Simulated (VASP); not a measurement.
# SiC (I-4m2) in VASP: single point with HSE06

Aim: the single point of SiC with HSE06.

Everything below comes from runs of VASP 6.6.1. Logs are shortened: lines on timing, memory, paths and dates and some standing lists are left out, and cuts for length are marked.

### 1 The cell of the first run

Symmetry: I-4m2, No. 119, tetragonal system. Conventional cell: a = 3.173 Å, b = 3.173 Å, c = 4.269 Å, α = 90.00°, β = 90.00°, γ = 90.00°. Within 2.5 Å of Si (site symmetry -4m2) lie 4 C at 1.91 Å. C (site symmetry -4m2) has 4 Si at 1.91 Å within 2.5 Å.

### 2 Single point, HSE06 (epitaxial xy strain +3.0%)

POSCAR reads:

```
SiC
1.0
    0.0000000000      2.2433939216      2.1344407454
    2.2433939216      0.0000000000      2.1344407454
    2.2433939216      2.2433939216      0.0000000000
Si C
1 1
Direct
    0.0000000000      0.0000000000      0.0000000000
    0.2500000000      0.2500000000      0.2500000000
```

INCAR.step1 reads:

```
SYSTEM = SiC
PREC     = Accurate       ! precision mode
ENCUT    = 520            ! plane-wave cutoff, eV
EDIFF    = 1E-5           ! SCF threshold, eV
ISMEAR   = 0              ! smearing method
SIGMA    = 0.01           ! smearing width, eV
LREAL    = .FALSE.        ! projectors in reciprocal space
LASPH    = .TRUE.         ! aspherical terms in the spheres
NELM     = 100            ! most SCF steps
ALGO     = Normal         ! electronic algorithm
ISIF     = 2              ! what is computed and relaxed
LWAVE    = .TRUE.         ! write WAVECAR
LCHARG   = .FALSE.        ! write CHGCAR
GGA      = PE             ! functional
NBANDS   = 11             ! bands
```

INCAR.step2 reads:

```
SYSTEM = SiC
PREC     = Accurate       ! precision mode
ENCUT    = 520            ! plane-wave cutoff, eV
EDIFF    = 1E-7           ! SCF threshold, eV
ISMEAR   = 0              ! smearing method
SIGMA    = 0.01           ! smearing width, eV
LREAL    = .FALSE.        ! projectors in reciprocal space
LASPH    = .TRUE.         ! aspherical terms in the spheres
NELM     = 100            ! most SCF steps
ALGO     = Normal         ! electronic algorithm
ISIF     = 2              ! what is computed and relaxed
LWAVE    = .FALSE.        ! write WAVECAR
LCHARG   = .FALSE.        ! write CHGCAR
GGA      = PE             ! functional
LHFCALC  = .TRUE.         ! exact exchange
HFSCREEN = 0.2079         ! screening, 1/A
PRECFOCK = Normal       
ISTART   = 1            
NBANDS   = 11             ! bands
```

KPOINTS reads:

```
regular mesh
0
G
  8 8 8
  0 0 0
```

Potentials or basis: VASP PAW PBE potentials, release 64 (Si, C).

On the command line:

```sh
$ cat potpaw_PBE.64/Si/POTCAR potpaw_PBE.64/C/POTCAR > POTCAR
$ cp INCAR.step1 INCAR
$ mpirun -np 1 vasp_std > vasp.out
$ cp INCAR.step2 INCAR
$ mpirun -np 1 vasp_std > vasp.out
```

OUTCAR:

```text
SYSTEM = SiC
   PREC = Accurate
   ENCUT = 520
   EDIFF = 1E-7
   ISMEAR = 0
   LREAL = .FALSE.
   LASPH = .TRUE.
   NELM = 100
   ISIF = 2
   GGA = PE
   LHFCALC = .TRUE.
   HFSCREEN = 0.2079
   PRECFOCK = Normal
   ISTART = 1

 ion  position               nearest neighbor table
   1  0.000  0.000  0.000-   2 1.91   2 1.91   2 1.91   2 1.91
   2  0.250  0.250  0.250-   1 1.91   1 1.91   1 1.91   1 1.91

  LATTYP: Found a body centered tetragonal cell.
 ALAT       =     3.1726381097
 C/A-ratio  =     1.3455305469

  Lattice vectors:

 A1 = (   0.0000000000,  -2.2433939216,  -2.1344407454)
 A2 = (   0.0000000000,   2.2433939216,  -2.1344407454)
 A3 = (   2.2433939216,   0.0000000000,   2.1344407454)

Analysis of symmetry for initial positions (statically):
=====================================================================
 Subroutine PRICEL returns:
 Original cell was already a primitive cell.

 Routine SETGRP: Setting up the symmetry group for a
 body centered tetragonal supercell.

 Subroutine GETGRP returns: Found  8 space group operations
 (whereof  8 operations were pure point group operations)
 out of a pool of 16 trial point group operations.

The static configuration has the point symmetry D_2d.

Analysis of symmetry for dynamics (positions and initial velocities):
=====================================================================
 Subroutine PRICEL returns:
 Original cell was already a primitive cell.

 Routine SETGRP: Setting up the symmetry group for a
 body centered tetragonal supercell.

 Subroutine GETGRP returns: Found  8 space group operations
 (whereof  8 operations were pure point group operations)
 out of a pool of 16 trial point group operations.

The dynamic configuration has the point symmetry D_2d.

 Subroutine INISYM returns: Found  8 space group operations
 (whereof  8 operations are pure point group operations),
 and found     1 'primitive' translations

----------------------------------------------------------------------------------------

                                     Primitive cell

  volume of cell :      21.4845

  direct lattice vectors                    reciprocal lattice vectors
     0.000000000  2.243393922  2.134440745    -0.222876596  0.222876596  0.234253399
     2.243393922  0.000000000  2.134440745     0.222876596 -0.222876596  0.234253399
     2.243393922  2.243393922  0.000000000     0.222876596  0.222876596 -0.234253399

  length of vectors
     3.096555115  3.096555115  3.172638110     0.392711865  0.392711865  0.392711865

  position of ions in fractional coordinates (direct lattice)
     0.000000000  0.000000000  0.000000000
     0.250000000  0.250000000  0.250000000

  ion indices of the primitive-cell ions
   primitive index   ion index
                 1           1
                 2           2

----------------------------------------------------------------------------------------

 KPOINTS: regular mesh

Automatic generation of k-mesh.
 Grid dimensions read from file:
 generate k-points for:    8    8    8

 Generating k-lattice:

  Cartesian coordinates                     Fractional coordinates (reciprocal lattice)
    -0.027859574  0.027859574  0.029281675     0.125000000  0.000000000  0.000000000
     0.027859574 -0.027859574  0.029281675     0.000000000  0.125000000  0.000000000
     0.027859574  0.027859574 -0.029281675     0.000000000  0.000000000  0.125000000

  Length of vectors
     0.049088983  0.049088983  0.049088983

  Shift w.r.t. Gamma in fractional coordinates (k-lattice)
     0.000000000  0.000000000  0.000000000

 Subroutine IBZKPT returns following result:
 ===========================================

 Found     59 irreducible k-points:

 Following reciprocal coordinates:
            Coordinates               Weight
  0.000000  0.000000  0.000000      1.000000
  0.125000  0.000000  0.000000      8.000000
  0.250000  0.000000  0.000000      8.000000
  0.375000  0.000000  0.000000      8.000000
  0.500000  0.000000  0.000000      4.000000
  0.125000  0.125000  0.000000      2.000000
[... 16 lines left out ...]
  0.250000  0.000000  0.125000     16.000000
  0.375000  0.000000  0.125000     16.000000
 [... further k-points ...]
   k-points           NKPTS =     59   k-points in BZ     NKDIM =    512   number of bands    NBANDS=     11
   number of dos      NEDOS =    301   number of ions     NIONS =      2
   total plane-waves  NPLWV =  13824
   dimension x,y,z NGX =    24 NGY =   24 NGZ =   24
   dimension x,y,z NGXF=    48 NGYF=   48 NGZF=   48
   ions per type =               1   1
   NGX,Y,Z   is equivalent  to a cutoff of  12.88, 12.88, 12.58 a.u.
   NGXF,Y,Z  is equivalent  to a cutoff of  25.77, 25.77, 25.15 a.u.
 SYSTEM =  SiC
   PREC   = accura    normal or accurate (medium, high low for compatibility)
   ISTART =      1    job   : 0-new  1-cont  2-samecut
   ICHARG =      0    charge: 1-file 2-atom 10-const
   ISPIN  =      1    spin polarized calculation?
   LNONCOLLINEAR =      F non collinear calculations
   LSORBIT =      F    spin-orbit coupling
   LASPH  =      T    aspherical Exc in radial PAW
   ENCUT  =  520.0 eV  38.22 Ry    6.18 a.u.   5.76  5.76  5.90*2*pi/ulx,y,z
   NELM   =    100;   NELMIN=  2; NELMDL=  0     # of ELM steps
   EDIFF  = 0.1E-06   stopping-criterion for ELM
   LREAL  =      F    real-space projection
   EDIFFG = 0.1E-05   stopping-criterion for IOM
   NSW    =      0    number of steps for IOM
   IBRION =     -1    ionic relax: 0-MD 1-quasi-New 2-CG
   NFREE  =      0    steps in history (QN), initial steepest desc. (CG)
   ISIF   =      2    stress and relaxation
   ISYM   =      3    0-nonsym 1-usesym 2-fastsym
   POTIM  = 0.5000    time-step for ionic-motion
   TEBEG  =    0.0;   TEEND  =   0.0 temperature during run
   PSTRESS=    0.0 pullay stress
   NELECT =       8.0000    total number of electrons
   NUPDOWN=      -1.0000    fix difference up-down
   EMIN   =  10.00;   EMAX   =-10.00  energy-range for DOS
   EFERMI =   0.00;   METHOD = LEGACY
   ISMEAR =     0;   SIGMA  =   0.01  broadening in eV -4-tet -1-fermi 0-gaus
   EFERMI_NEDOS =   21; number of points for ismear=-14 and -15
   IALGO  =     38    algorithm
   IMIX   =      1    mixing-type and parameters
     AMIX     =   0.40;   BMIX     =  1.00
     AMIX_MAG =   1.60;   BMIX_MAG =  1.00
  volume/ion in A,a.u.               =      10.74        72.49
  Fermi-wavevector in a.u.,A,eV,Ry     =   1.177777  2.225676 18.873442  1.387159
  Thomas-Fermi vector in A             =   2.314118
   LORBIT       =      0    0 simple, 1 ext, 2 COOP (PROOUT), +10 PAW based schemes
   GGA     = PE    functional components
   LHFCALC =     T    Hartree Fock is set to
   PRECFOCK=normal    Normal, Fast or Accurate (Low or Medium for compatibility)
   ENCUT4O =  -1.0   cutoff for four orbital integrals eV
   NKREDX  =     1    reduce k-point grid by
   NKREDY  =     1    reduce k-point grid by
   NKREDZ  =     1    reduce k-point grid by
   AEXX    =    0.2500 exact exchange contribution
   HFSCREEN=    0.2079 screening length (either q_TF or 0.3 A-1)
   HFSCREENC=   0.2079 screening length for correlation (either q_TF or 0.3 A-1)
   ENCUTFOCK=  -1.0 apply spherical cutoff to Coloumb kernel
   IVDW    =     0    specifies the selected vdW correction
   LEPSILON=     F    determine dielectric tensor
   LRPA    =     F    only Hartree local field effects (RPA)
 non-spin polarized calculation
 Gauss-broadening in eV      SIGMA  =   0.01
  energy-cutoff  :      520.00
  volume of cell :       21.48
 maximum number of plane-waves:       592
  NGX = 18; NGY = 18; NGZ = 18

 number of electron       8.0000001 magnetization

 Free energy of the ion-electron system (eV)
  ---------------------------------------------------
  ext. energy  EPLUGINS =         0.00000000
  ---------------------------------------------------
  free energy    TOTEN  =       -17.36587253 eV

  energy without entropy =      -17.36587253  energy(sigma->0) =      -17.36587253

 E-fermi :   7.4705     XC(G=0):  -9.2340

 val. band max:        7.3126802590   @ k =   0.0000   0.0000   0.0000
 cond. band min:       9.0597380545   @ k =   0.5000   0.5000   0.0000
 fundamental gap:      1.7470577955
 Fermi energy:         7.4705237470

 k-point     1 :       0.0000    0.0000    0.0000
  band No.  band energies     occupation
      1      -9.5876      2.00000
      2       6.9914      2.00000
      3       6.9914      2.00000
      4       7.3127      2.00000
      5      14.1381      0.00000
      6      15.3073      0.00000
      7      15.4591      0.00000
      8      15.4591      0.00000
      9      22.1645      0.00000
     10      23.5429      0.00000
     11      24.4679      0.00000

 k-point     2 :       0.1250    0.0000    0.0000
  band No.  band energies     occupation
      1      -9.2657      2.00000
      2       5.4931      2.00000
      3       6.7383      2.00000
      4       7.0318      2.00000
      5      14.4236      0.00000
      6      15.6506      0.00000
      7      15.7878      0.00000
      8      16.0569      0.00000
      9      21.1238      0.00000
     10      22.0124      0.00000
     11      24.4834      0.00000

 k-point     3 :       0.2500    0.0000    0.0000
  band No.  band energies     occupation
      1      -8.3261      2.00000
      2       2.4662      2.00000
      3       6.2234      2.00000
      4       6.6523      2.00000
      5      13.8662      0.00000
      6      15.8501      0.00000
      7      16.2821      0.00000
      8      17.6604      0.00000
      9      21.3867      0.00000
     10      21.4811      0.00000
     11      23.5541      0.00000
[... 267 lines left out ...]
 k-point    23 :       0.2500    0.0000    0.1250
  band No.  band energies     occupation
      1      -8.4487      2.00000
      2       3.5141      2.00000
      3       5.7912      2.00000
      4       6.0742      2.00000
      5      13.8021      0.00000
      6      15.6846      0.00000
      7      16.6652      0.00000
      8      17.4531      0.00000
      9      19.6921      0.00000
     10      23.2868      0.00000
     11      25.7300      0.00000

 k-point    24 :       0.3750    0.0000    0.1250
  band No.  band energies     occupation
      1      -7.1795      2.00000
      2       0.6450      2.00000
      3       5.1670      2.00000
      4       5.6641      2.00000
      5      13.5304      0.00000
      6      15.3744      0.00000
      7      17.2466      0.00000
      8      17.9008      0.00000
      9      21.4539      0.00000
     10      24.3756      0.00000
     11      25.4385      0.00000

 [... further k-points ...]

------------------------ aborting loop because EDIFF is reached ----------------------------------------

  FORCE on cell =-STRESS in cart. coord.  units (eV):
  Direction    XX          YY          ZZ          XY          YZ          ZX
  --------------------------------------------------------------------------------------
  -------------------------------------------------------------------------------------
  Total       -1.8781820     -1.8781820     -0.2136746      0.0000000      0.0000000     -0.0000000
  in kB     -140.0628919   -140.0628919    -15.9344959      0.0000000      0.0000000     -0.0000000
  external PRESSURE =     -98.6867599 kB  Pullay stress =       0.0000000 kB

 VOLUME and BASIS-vectors are now :
 -----------------------------------------------------------------------------
  energy-cutoff  :      520.00
  volume of cell :       21.48
      direct lattice vectors                 reciprocal lattice vectors
     0.000000000  2.243393922  2.134440745    -0.222876596  0.222876596  0.234253399
     2.243393922  0.000000000  2.134440745     0.222876596 -0.222876596  0.234253399
     2.243393922  2.243393922  0.000000000     0.222876596  0.222876596 -0.234253399

 POSITION                                       TOTAL-FORCE (eV/Angst)
 -----------------------------------------------------------------------------------
      0.00000      0.00000      0.00000        -0.000000     -0.000000     -0.000000
      1.12170      1.12170      1.06722         0.000000      0.000000      0.000000
 -----------------------------------------------------------------------------------
    total drift:                                0.000000      0.000000     -0.000000

  FREE ENERGIE OF THE ION-ELECTRON SYSTEM (eV)
  ---------------------------------------------------
  free  energy   TOTEN  =       -17.3658725271 eV

  energy  without entropy=      -17.3658725271  energy(sigma->0) =      -17.36587253
```

Wall time 55 min (1 thread of Oxide Virtual Turin-like, shared host); peak memory 0.23 GiB.

What came out:

```
Free energy            : -17.3659 eV
Pressure               : -9.9 GPa
Band gap on the k mesh : 1.75 eV (least direct gap 5.61 eV)
```

Stress tensor (GPa, compression positive):
```
-14.01   0.00   0.00
  0.00 -14.01   0.00
  0.00   0.00  -1.59
```

Levels at points of the mesh, in eV from the valence-band top:
| k point | band 1 | band 2 | band 3 | band 4 | band 5 | band 6 | band 7 | band 8 |
| --- | --- | --- | --- | --- | --- | --- | --- | --- |
| (0.00, 0.00, 0.00) | -16.90 | -0.32 | -0.32 | 0.00 | 6.83 | 7.99 | 8.15 | 8.15 |
| (0.50, 0.00, 0.00) | -13.19 | -9.35 | -1.67 | -1.07 | 5.87 | 7.71 | 8.66 | 11.15 |
| (0.50, 0.50, 0.00) | -11.41 | -8.20 | -4.00 | -4.00 | 1.75 | 4.41 | 15.10 | 15.10 |
| (0.50, 0.00, 0.50) | -11.80 | -8.85 | -3.48 | -3.41 | 2.20 | 5.30 | 14.52 | 15.65 |

Caveat: the cell differs from its parent crystal (epitaxial xy strain +3.0%); the cell stands under tension; the PAW data sets were made with another functional, which shifts forces and pressure a little. A k mesh can miss the band edges.
